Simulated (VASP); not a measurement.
# LiY3 (Fm-3m) in VASP: notebook

Runs on LiY3. Level: r2SCAN. Tasks: single point.

All numbers are computed with VASP 6.6.1; they aren't measurements. Logs are shortened: lines on timing, memory, paths and dates and some standing lists are left out, and cuts for length are marked.

### 1 The cell of the first run

The structure is cubic, space group Fm-3m (No. 225). The conventional cell has a = 7.800 Å, b = 7.800 Å, c = 7.800 Å, α = 90.00°, β = 90.00°, γ = 90.00°. Li (site symmetry m-3m) has 14 Y at 3.38 to 3.90 Å within 4.4 Å. Y (site symmetry -43m) has 4 Li at 3.38 Å and 10 Y at 3.38 to 3.90 Å within 4.4 Å. Within 4.4 Å of Y (site symmetry m-3m) lie 8 Y at 3.38 Å and 6 Li at 3.90 Å.

### 2 Single point, r2SCAN

Contents of POSCAR:

```
LiY3
1.0
    0.0000000000      3.8998520000      3.8998520000
    3.8998520000      0.0000000000      3.8998520000
    3.8998520000      3.8998520000      0.0000000000
Li Y
1 3
Direct
    0.0000000000      0.0000000000      0.0000000000
    0.2500000000      0.2500000000      0.2500000000
    0.7500000000      0.7500000000      0.7500000000
    0.5000000000      0.5000000000      0.5000000000
```

Contents of INCAR.step1:

```
SYSTEM = LiY3
PREC = Accurate ; ENCUT = 830
ISMEAR = -1 ; SIGMA = 0.05
LREAL = .FALSE. ; LASPH = .TRUE.
NELM = 120 ; NBANDS = 26
GGA = PE ; ALGO = Normal
EDIFF = 1E-5 ; LWAVE = .TRUE.
LCHARG = .FALSE. ; GGA_COMPAT = .FALSE.
```

Contents of INCAR.step2:

```
SYSTEM = LiY3
PREC = Accurate ; ENCUT = 830
EDIFF = 1E-6 ; ISMEAR = -1
SIGMA = 0.05 ; LREAL = .FALSE.
LASPH = .TRUE. ; NELM = 120
ALGO = Normal ; ISIF = 2
LWAVE = .FALSE. ; LCHARG = .FALSE.
METAGGA = R2SCAN ; LMIXTAU = .TRUE.
NBANDS = 26 ; ISTART = 1
GGA_COMPAT = .FALSE.
```

Contents of KPOINTS:

```
regular mesh
0
G
  4 4 4
  0 0 0
```

Potentials or basis: VASP PAW PBE potentials, release 64 (Li_sv, Y_sv).

Run with:

```bash
> cat potpaw_PBE.64/Li_sv/POTCAR potpaw_PBE.64/Y_sv/POTCAR > POTCAR
> cp INCAR.step1 INCAR
> mpirun -np 1 vasp_std > vasp.out
> cp INCAR.step2 INCAR
> mpirun -np 1 vasp_std > vasp.out
```

OUTCAR:

```text
SYSTEM = LiY3
   PREC = Accurate
   ENCUT = 830
   EDIFF = 1E-6
   ISMEAR = -1
   LREAL = .FALSE.
   LASPH = .TRUE.
   NELM = 120
   ISIF = 2
   METAGGA = R2SCAN
   ISTART = 1

 ion  position               nearest neighbor table
   1  0.000  0.000  0.000-   2 3.38   3 3.38   3 3.38   3 3.38   3 3.38   2 3.38   2 3.38   2 3.38

   2  0.250  0.250  0.250-   1 3.38   4 3.38   1 3.38   1 3.38   1 3.38   4 3.38   4 3.38   4 3.38
                             3 3.90   3 3.90   3 3.90   3 3.90   3 3.90   3 3.90
   3  0.750  0.750  0.750-   1 3.38   4 3.38   4 3.38   4 3.38   4 3.38   1 3.38   1 3.38   1 3.38
                             2 3.90   2 3.90   2 3.90   2 3.90   2 3.90   2 3.90
   4  0.500  0.500  0.500-   2 3.38   3 3.38   2 3.38   2 3.38   2 3.38   3 3.38   3 3.38   3 3.38

  LATTYP: Found a face centered cubic cell.
 ALAT       =     7.7997040000

  Lattice vectors:

 A1 = (   0.0000000000,   3.8998520000,   3.8998520000)
 A2 = (   3.8998520000,   0.0000000000,   3.8998520000)
 A3 = (   3.8998520000,   3.8998520000,   0.0000000000)

Analysis of symmetry for initial positions (statically):
=====================================================================
 Subroutine PRICEL returns:
 Original cell was already a primitive cell.

 Routine SETGRP: Setting up the symmetry group for a
 face centered cubic supercell.

 Subroutine GETGRP returns: Found 48 space group operations
 (whereof 48 operations were pure point group operations)
 out of a pool of 48 trial point group operations.

The static configuration has the point symmetry O_h .

Analysis of symmetry for dynamics (positions and initial velocities):
=====================================================================
 Subroutine PRICEL returns:
 Original cell was already a primitive cell.

 Routine SETGRP: Setting up the symmetry group for a
 face centered cubic supercell.

 Subroutine GETGRP returns: Found 48 space group operations
 (whereof 48 operations were pure point group operations)
 out of a pool of 48 trial point group operations.

The dynamic configuration has the point symmetry O_h .

 Subroutine INISYM returns: Found 48 space group operations
 (whereof 48 operations are pure point group operations),
 and found     1 'primitive' translations

----------------------------------------------------------------------------------------

                                     Primitive cell

  volume of cell :     118.6245

  direct lattice vectors                    reciprocal lattice vectors
     0.000000000  3.899852000  3.899852000    -0.128209994  0.128209994  0.128209994
     3.899852000  0.000000000  3.899852000     0.128209994 -0.128209994  0.128209994
     3.899852000  3.899852000  0.000000000     0.128209994  0.128209994 -0.128209994

  length of vectors
     5.515223590  5.515223590  5.515223590     0.222066223  0.222066223  0.222066223

  position of ions in fractional coordinates (direct lattice)
     0.000000000  0.000000000  0.000000000
     0.250000000  0.250000000  0.250000000
     0.750000000  0.750000000  0.750000000
     0.500000000  0.500000000  0.500000000

  ion indices of the primitive-cell ions
   primitive index   ion index
                 1           1
                 2           2
                 3           3
                 4           4

----------------------------------------------------------------------------------------

 KPOINTS: regular mesh

Automatic generation of k-mesh.
 Grid dimensions read from file:
 generate k-points for:    4    4    4

 Generating k-lattice:

  Cartesian coordinates                     Fractional coordinates (reciprocal lattice)
    -0.032052498  0.032052498  0.032052498     0.250000000  0.000000000  0.000000000
     0.032052498 -0.032052498  0.032052498     0.000000000  0.250000000  0.000000000
     0.032052498  0.032052498 -0.032052498     0.000000000  0.000000000  0.250000000

  Length of vectors
     0.055516556  0.055516556  0.055516556

  Shift w.r.t. Gamma in fractional coordinates (k-lattice)
     0.000000000  0.000000000  0.000000000

 Subroutine IBZKPT returns following result:
 ===========================================

 Found      8 irreducible k-points:

 Following reciprocal coordinates:
            Coordinates               Weight
  0.000000  0.000000  0.000000      1.000000
  0.250000  0.000000  0.000000      8.000000
  0.500000  0.000000  0.000000      4.000000
  0.250000  0.250000  0.000000      6.000000
  0.500000  0.250000  0.000000     24.000000
 -0.250000  0.250000  0.000000     12.000000
  0.500000  0.500000  0.000000      3.000000
 -0.250000  0.500000  0.250000      6.000000
   k-points           NKPTS =      8   k-points in BZ     NKDIM =      8   number of bands    NBANDS=     26
   number of dos      NEDOS =    301   number of ions     NIONS =      4
   total plane-waves  NPLWV = 157464
   dimension x,y,z NGX =    54 NGY =   54 NGZ =   54
   dimension x,y,z NGXF=   108 NGYF=  108 NGZF=  108
   ions per type =               1   3
   NGX,Y,Z   is equivalent  to a cutoff of  16.28, 16.28, 16.28 a.u.
   NGXF,Y,Z  is equivalent  to a cutoff of  32.55, 32.55, 32.55 a.u.
 SYSTEM =  LiY3
   PREC   = accura    normal or accurate (medium, high low for compatibility)
   ISTART =      1    job   : 0-new  1-cont  2-samecut
   ICHARG =      0    charge: 1-file 2-atom 10-const
   ISPIN  =      1    spin polarized calculation?
   LNONCOLLINEAR =      F non collinear calculations
   LSORBIT =      F    spin-orbit coupling
   LASPH  =      T    aspherical Exc in radial PAW
   ENCUT  =  830.0 eV  61.00 Ry    7.81 a.u.  12.96 12.96 12.96*2*pi/ulx,y,z
   NELM   =    120;   NELMIN=  2; NELMDL=  0     # of ELM steps
   EDIFF  = 0.1E-05   stopping-criterion for ELM
   LREAL  =      F    real-space projection
   EDIFFG = 0.1E-04   stopping-criterion for IOM
   NSW    =      0    number of steps for IOM
   IBRION =     -1    ionic relax: 0-MD 1-quasi-New 2-CG
   NFREE  =      0    steps in history (QN), initial steepest desc. (CG)
   ISIF   =      2    stress and relaxation
   ISYM   =      2    0-nonsym 1-usesym 2-fastsym
   POTIM  = 0.5000    time-step for ionic-motion
   TEBEG  =    0.0;   TEEND  =   0.0 temperature during run
   PSTRESS=    0.0 pullay stress
   NELECT =      36.0000    total number of electrons
   NUPDOWN=      -1.0000    fix difference up-down
   EMIN   =  10.00;   EMAX   =-10.00  energy-range for DOS
   EFERMI =   0.00;   METHOD = LEGACY
   ISMEAR =    -1;   SIGMA  =   0.05  broadening in eV -4-tet -1-fermi 0-gaus
   EFERMI_NEDOS =   21; number of points for ismear=-14 and -15
   IALGO  =     38    algorithm
   IMIX   =      4    mixing-type and parameters
     AMIX     =   0.40;   BMIX     =  1.00
     AMIX_MAG =   1.60;   BMIX_MAG =  1.00
  volume/ion in A,a.u.               =      29.66       200.13
  Fermi-wavevector in a.u.,A,eV,Ry     =   1.100147  2.078977 16.467462  1.210324
  Thomas-Fermi vector in A             =   2.236554
   LORBIT       =      0    0 simple, 1 ext, 2 COOP (PROOUT), +10 PAW based schemes
   METAGGA = R2SCAN    functional components
   LHFCALC =     F    Hartree Fock is set to
   AEXX    =    0.0000 exact exchange contribution
   IVDW    =     0    specifies the selected vdW correction
   LEPSILON=     F    determine dielectric tensor
   LRPA    =     F    only Hartree local field effects (RPA)
 non-spin polarized calculation
  energy-cutoff  :      830.00
  volume of cell :      118.62
 maximum number of plane-waves:      6476
 NGX is ok and might be reduce to    54
   NGX = 25   NGY = 25   NGZ = 25

 number of electron      35.9999999 magnetization

 Free energy of the ion-electron system (eV)
  ---------------------------------------------------
  ext. energy  EPLUGINS =         0.00000000
  ---------------------------------------------------
  free energy    TOTEN  =       -62.38871582 eV

  energy without entropy =      -62.34152837  energy(sigma->0) =      -62.36512210

 E-fermi :   2.7122     XC(G=0):  -9.6525

 val. band max:        2.6720283066   @ k =   0.2500   0.2500   0.0000
 cond. band min:       2.7204481035   @ k =   0.2500   0.0000   0.0000
 fundamental gap:      0.0484197969
 Fermi energy:         2.7122264912

 k-point     1 :       0.0000    0.0000    0.0000
  band No.  band energies     occupation
      1     -44.3959      2.00000
      2     -41.8501      2.00000
      3     -41.7906      2.00000
      4     -41.6934      2.00000
      5     -21.2740      2.00000
      6     -21.2740      2.00000
[... 18 lines left out ...]
     25       6.4108      0.00000
     26       6.8948      0.00000

 k-point     2 :       0.2500    0.0000    0.0000
  band No.  band energies     occupation
      1     -44.3959      2.00000
      2     -41.8362      2.00000
      3     -41.7942      2.00000
      4     -41.7038      2.00000
      5     -21.3200      2.00000
      6     -21.3176      2.00000
[... 18 lines left out ...]
     25       5.5283      0.00000
     26       6.7829      0.00000

 k-point     3 :       0.5000    0.0000    0.0000
  band No.  band energies     occupation
      1     -44.3959      2.00000
      2     -41.8152      2.00000
      3     -41.8029      2.00000
      4     -41.7164      2.00000
      5     -21.3457      2.00000
      6     -21.3457      2.00000
[... 18 lines left out ...]
     25       4.6922      0.00000
     26       6.7663      0.00000

 k-point     4 :       0.2500    0.2500    0.0000
  band No.  band energies     occupation
      1     -44.3959      2.00000
      2     -41.8317      2.00000
      3     -41.7946      2.00000
      4     -41.7080      2.00000
      5     -21.3701      2.00000
      6     -21.3701      2.00000
[... 18 lines left out ...]
     25       5.8110      0.00000
     26       6.0211      0.00000

 k-point     5 :       0.5000    0.2500    0.0000
  band No.  band energies     occupation
      1     -44.3958      2.00000
      2     -41.8117      2.00000
      3     -41.8004      2.00000
      4     -41.7224      2.00000
      5     -21.3919      2.00000
      6     -21.3829      2.00000
[... 18 lines left out ...]
     25       5.3826      0.00000
     26       5.9530      0.00000

 k-point     6 :      -0.2500    0.2500    0.0000
  band No.  band energies     occupation
      1     -44.3959      2.00000
      2     -41.8188      2.00000
      3     -41.7987      2.00000
      4     -41.7169      2.00000
      5     -21.3567      2.00000
      6     -21.3494      2.00000
[... 18 lines left out ...]
     25       5.2844      0.00000
     26       6.0152      0.00000

 k-point     7 :       0.5000    0.5000    0.0000
  band No.  band energies     occupation
      1     -44.3958      2.00000
      2     -41.8070      2.00000
      3     -41.7987      2.00000
      4     -41.7289      2.00000
      5     -21.4275      2.00000
      6     -21.4275      2.00000
[... 18 lines left out ...]
     25       4.7597      0.00000
     26       6.4462      0.00000

 k-point     8 :      -0.2500    0.5000    0.2500
  band No.  band energies     occupation
      1     -44.3958      2.00000
      2     -41.8028      2.00000
      3     -41.8028      2.00000
      4     -41.7289      2.00000
      5     -21.4323      2.00000
      6     -21.3129      2.00000
[... 18 lines left out ...]
     25       5.6948      0.00000
     26       6.1688      0.00000

------------------------ aborting loop because EDIFF is reached ----------------------------------------

  FORCE on cell =-STRESS in cart. coord.  units (eV):
  Direction    XX          YY          ZZ          XY          YZ          ZX
  --------------------------------------------------------------------------------------
  -------------------------------------------------------------------------------------
  Total        0.3092332      0.3092332      0.3092332      0.0000000     -0.0000000      0.0000000
  in kB        4.1765944      4.1765944      4.1765944      0.0000000     -0.0000000      0.0000000
  external PRESSURE =       4.1765944 kB  Pullay stress =       0.0000000 kB

 VOLUME and BASIS-vectors are now :
 -----------------------------------------------------------------------------
  energy-cutoff  :      830.00
  volume of cell :      118.62
      direct lattice vectors                 reciprocal lattice vectors
     0.000000000  3.899852000  3.899852000    -0.128209994  0.128209994  0.128209994
     3.899852000  0.000000000  3.899852000     0.128209994 -0.128209994  0.128209994
     3.899852000  3.899852000  0.000000000     0.128209994  0.128209994 -0.128209994

 POSITION                                       TOTAL-FORCE (eV/Angst)
 -----------------------------------------------------------------------------------
      0.00000      0.00000      0.00000        -0.000000      0.000000     -0.000000
      1.94993      1.94993      1.94993        -0.000000      0.000000     -0.000000
      5.84978      5.84978      5.84978         0.000000     -0.000000      0.000000
      3.89985      3.89985      3.89985        -0.000000      0.000000     -0.000000
 -----------------------------------------------------------------------------------
    total drift:                                0.000000      0.000000     -0.000000

  FREE ENERGIE OF THE ION-ELECTRON SYSTEM (eV)
  ---------------------------------------------------
  free  energy   TOTEN  =       -62.3887158235 eV

  energy  without entropy=      -62.3415283746  energy(sigma->0) =      -62.36512210
```

Wall time 6 min (1 thread of Intel Xeon Platinum 8559C (Emerald Rapids), shared host); peak memory 0.47 GiB.

What came out:

```yaml
Free_energy: -62.3887 eV
Pressure: 0.4 GPa
Band_gap_on_the_k_mesh: zero (bands 18 and 19 overlap by 0.86 eV)
```

Caveat: the PAW data sets were made with another functional, which shifts forces and pressure a little.

### 3 Single point, r2SCAN

POSCAR is that of step 2.

Contents of INCAR.step1:

```
SYSTEM = LiY3
  PREC = Accurate
  ENCUT = 830
  ISMEAR = -1
  SIGMA = 0.05
  LREAL = .FALSE.
  LASPH = .TRUE.
  NELM = 120
  NBANDS = 26
  GGA = PE
  ALGO = Normal
  EDIFF = 1E-5
  LWAVE = .TRUE.
  LCHARG = .FALSE.
  GGA_COMPAT = .FALSE.
```

Contents of INCAR.step2:

```
SYSTEM = LiY3
  PREC = Accurate
  ENCUT = 830
  EDIFF = 1E-6
  ISMEAR = -1
  SIGMA = 0.05
  LREAL = .FALSE.
  LASPH = .TRUE.
  NELM = 120
  ALGO = Normal
  ISIF = 2
  LWAVE = .FALSE.
  LCHARG = .TRUE.
  METAGGA = R2SCAN
  LMIXTAU = .TRUE.
  LELF = .TRUE.
  LVHAR = .TRUE.
  NBANDS = 26
  ISTART = 1
  GGA_COMPAT = .FALSE.
```

Contents of KPOINTS:

```
Automatic mesh
0
G
  5 5 5
  0 0 0
```

Potentials or basis: VASP PAW PBE potentials, release 64 (Li_sv, Y_sv).

Run with:

```bash
> cat potpaw_PBE.64/Li_sv/POTCAR potpaw_PBE.64/Y_sv/POTCAR > POTCAR
> cp INCAR.step1 INCAR
> mpirun -np 1 vasp_std > vasp.out
> cp INCAR.step2 INCAR
> mpirun -np 1 vasp_std > vasp.out
```

Run time: 10 min. Hardware: 1 thread of Intel Xeon Platinum 8559C (Emerald Rapids), shared host; peak memory 0.45 GiB.

It converged, with:

| Property | Result |
| --- | --- |
| Free energy | -62.4071 eV |
| Pressure | 0.4 GPa |
| Band gap on the k mesh | zero (bands 18 and 19 overlap by 0.57 eV) |

Levels at points of the mesh, in eV from the Fermi level:
```
           k point  band 15  band 16  band 17  band 18  band 19  band 20  band 21  band 22
(0.00, 0.00, 0.00)    -1.04    -1.04    -0.45    -0.45    -0.45     0.57     0.57     0.57
```

Caveat: the PAW data sets were made with another functional, which shifts forces and pressure a little.

### 4 Single point, r2SCAN

POSCAR is that of step 3.

Contents of INCAR.step1:

```
PREC     = Accurate       # precision mode
ENCUT    = 830            # plane-wave cutoff, eV
ISMEAR   = -1             # smearing method
SIGMA    = 0.05           # smearing width, eV
LREAL    = F              # projectors in reciprocal space
LASPH    = T              # aspherical terms in the spheres
NELM     = 120            # most SCF steps
NBANDS   = 26             # bands
GGA      = PE             # functional
ALGO     = Normal         # electronic algorithm
EDIFF    = 1E-5           # SCF threshold, eV
LWAVE    = T              # write WAVECAR
LCHARG   = F              # write CHGCAR
GGA_COMPAT= F
```

Contents of INCAR.step2:

```
PREC     = Accurate       # precision mode
ENCUT    = 830            # plane-wave cutoff, eV
EDIFF    = 1E-6           # SCF threshold, eV
ISMEAR   = -1             # smearing method
SIGMA    = 0.05           # smearing width, eV
LREAL    = F              # projectors in reciprocal space
LASPH    = T              # aspherical terms in the spheres
NELM     = 120            # most SCF steps
ALGO     = Normal         # electronic algorithm
ISIF     = 2              # what is computed and relaxed
LWAVE    = F              # write WAVECAR
LCHARG   = F              # write CHGCAR
METAGGA  = R2SCAN         # meta-GGA
LMIXTAU  = T            
NBANDS   = 26             # bands
ISTART   = 1            
GGA_COMPAT= F
```

Contents of KPOINTS:

```
Automatic mesh
0
Gamma
  6 6 6
```

Run with:

```bash
> cat potpaw_PBE.64/Li_sv/POTCAR potpaw_PBE.64/Y_sv/POTCAR > POTCAR
> cp INCAR.step1 INCAR
> mpirun -np 1 vasp_std > vasp.out
> cp INCAR.step2 INCAR
> mpirun -np 1 vasp_std > vasp.out
```

Run time: 12 min. Hardware: 1 thread of Intel Xeon Platinum 8559C (Emerald Rapids), shared host; peak memory 0.48 GiB.

Results (log left out):

```yaml
Free_energy: -62.4021 eV
Pressure: 0.4 GPa
Band_gap_on_the_k_mesh: zero (bands 18 and 19 overlap by 0.86 eV)
```

Levels at points of the mesh, in eV from the Fermi level:
```
           k point  band 16  band 17  band 18  band 19  band 20  band 21
(0.00, 0.00, 0.00)    -1.05    -0.46    -0.46    -0.46     0.56     0.56
(0.50, 0.00, 0.00)    -0.83    -0.83     0.08     0.34     0.34     0.54
(0.50, 0.50, 0.00)    -1.53    -1.44     0.40     0.54     0.54     0.63
```

Caveat: the PAW data sets were made with another functional, which shifts forces and pressure a little.

### 5 Summary

```csv
k mesh,gap on the mesh (eV),pressure (GPa)
4 × 4 × 4,none,0.4
5 × 5 × 5,none,0.4
6 × 6 × 6,none,0.4
```

Alike in all rows: task single point; level r2SCAN; potentials or basis VASP PAW PBE potentials, release 64 (Li_sv, Y_sv); no spin polarisation; cell as given; cutoff (eV) 830; smearing fermi-dirac 0.05 eV.

Caveats: the PAW data sets were made with another functional, which shifts forces and pressure a little.

Total energies depend on the potentials used, so only differences within one code and one set of settings carry meaning.
